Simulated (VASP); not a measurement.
Ga:

```
Ga
1.0
     1.36431   -3.97208    0.00000
     1.36431    3.97208    0.00000
    -0.11586    0.00000    3.28492
Ga
2
Direct
  0.13100 0.86900 0.75000
  0.86900 0.13100 0.25000
```

Base run:

```yaml
Program: VASP 6.6.1
Functional: PBEsol
Potentials_or_basis: VASP PAW PBE potentials, release 64 (Ga_d)
Cutoff: 520 eV
k_mesh: 10 × 10 × 8
Occupations: fermi-dirac, width 0.05 eV
Spin: no spin polarisation
```

Its results: band gap on the k mesh zero (bands 13 and 14 overlap by 8.70 eV); pressure 0.4 GPa; largest force 0.214 eV/Å.

Task: The run is repeated on the same cell with these changes: functional from PBEsol to r2SCAN; further incar settings from ALGO = Fast; EDIFF = 1e-06; NBANDS = 20 to ALGO = Normal; EDIFF = 1e-06; NBANDS = 20. What comes out?

Result: Band gap on the k mesh zero (bands 13 and 14 overlap by 9.08 eV); pressure 1.1 GPa; largest force 0.237 eV/Å.

Caveats: the PAW data sets were made with another functional, which shifts forces and pressure a little.
